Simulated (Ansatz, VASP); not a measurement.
# Two plane-wave programs on Hf2ZrTe6

```xyz
9
Lattice="3.9681 0.0000 -0.0111 -1.9841 3.4372 0.0074 -0.0556 0.0114 21.7263" Properties=species:S:1:pos:R:3 pbc="T T T"
Zr    0.0042    0.0037    0.0011
Hf    0.0004    0.0008    7.2118
Hf   -0.0600    0.0068   14.5135
Te    0.0094    2.2941    1.8052
Te    0.0051    2.2913    8.9923
Te   -0.0547    2.2970   16.2910
Te    1.9791    1.1477    5.4303
Te    1.9190    1.1537   12.7293
Te    1.9274    1.1621   19.9196
```

Change from the starting cell: cell x1, atoms moved at random (sigma 0.05 Å) and cell strained at random (1.5 %), then relaxed without symmetry.

Alike in both runs: functional PBE; k mesh 6 × 6 × 1; occupations gaussian, width 0.2 eV; no spin polarisation.

Ansatz relaxed the structure, and its values are those at the end. VASP's run is a single point on that final structure, the one shown.

```csv
,VASP,Ansatz
version,VASP 6.6.1,Ansatz 0.2.0
potentials or method,"VASP PAW PBE potentials, release 64 (Zr_sv, Hf_pv, Te), cutoff 520 eV","scalar-relativistic, plane waves, PAW"
valence electrons in the cell,68,160
```

|  | VASP | Ansatz | Ansatz less VASP |
| --- | --- | --- | --- |
| gap on the k mesh at the Fermi level (eV) | none | none | - |
| pressure (GPa) | -0.1 | 0.0 | +0.11 |
| rms of the force components (eV/Å) | 0.011 | 0.002 | -0.0093 |

A gap of «none» marks a metal or a gap that the smearing closes. VASP's potentials hold 68 valence electrons a cell and Ansatz's 160, so a difference there can come from the potentials and not from the codes.

Spin-orbit coupling is off throughout.
